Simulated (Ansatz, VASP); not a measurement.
# HfO2: VASP beside Ansatz

File POSCAR:

```
HfO2
1.0
    0.0000000000      2.5291823181      2.5291823181
    2.5291823181      0.0000000000      2.5291823181
    2.5291823181      2.5291823181      0.0000000000
Hf O
1 2
Direct
    0.0000000000      0.0000000000      0.0000000000
    0.2500000000      0.2500000000      0.2500000000
    0.7500000000      0.7500000000      0.7500000000
```

INCAR.step1

```
PREC = Accurate ; ENCUT = 520
ISMEAR = 0 ; SIGMA = 0.01
LREAL = False ; LASPH = True
NELM = 80 ; NBANDS = 18
GGA = PE ; ALGO = Normal
EDIFF = 1E-4 ; LWAVE = True
LCHARG = False
```

Contents of INCAR.step2:

```
PREC = Accurate ; ENCUT = 520
EDIFF = 1E-7 ; ISMEAR = 0
SIGMA = 0.01 ; LREAL = False
LASPH = True ; NELM = 80
ALGO = Normal ; ISIF = 2
LWAVE = False ; LCHARG = False
METAGGA = R2SCAN ; LMIXTAU = True
NBANDS = 18 ; ISTART = 1
```

File KPOINTS:

```
regular mesh
0
Gamma
  6 6 6
```

Input for Ansatz:

```yaml
crystal:
  lattice:
    - [0.0, 2.5291823181, 2.5291823181]
    - [2.5291823181, 0.0, 2.5291823181]
    - [2.5291823181, 2.5291823181, 0.0]
  atoms:
    - { symbol: Hf, position: [0.0, 0.0, 0.0] }
    - { symbol: O, position: [0.25, 0.25, 0.25] }
    - { symbol: O, position: [0.75, 0.75, 0.75] }
kpoints:
  mp_grid: { grid: [6, 6, 6] }
hamiltonian:
  xc: r2scan
scf:
  occupations: { method: fixed }
  n_extra_bands: 4
output:
  forces: true
  stress: true
  eigenvalues: true
```

Alike in both runs: task single point; functional r2SCAN; k mesh 6 × 6 × 6; no spin polarisation.

|  | VASP | Ansatz |
| --- | --- | --- |
| version | VASP 6.6.1 | Ansatz 0.2.0 |
| potentials or method | VASP PAW PBE potentials, release 64 (Hf_pv, O) | plane waves, PAW |
| plane-wave cutoff (eV) | 520 | 500 |
| occupations | gaussian, width 0.01 eV | fixed |
| valence electrons in the cell | 22 | 38 |

Ansatz gave:

```
gap on the k mesh at the Fermi level (eV) : 4.30
pressure (GPa)                            : 0.0
```

**Question.** Estimate VASP's values.

**Answer.** gap on the k mesh at the Fermi level (eV): 4.31; pressure (GPa): -4.0.

VASP's potentials were made for PBE, not for r2SCAN. VASP's potentials hold 22 valence electrons a cell and Ansatz's 38, so a difference there can come from the potentials and not from the codes.

Neither program's run includes spin-orbit coupling.
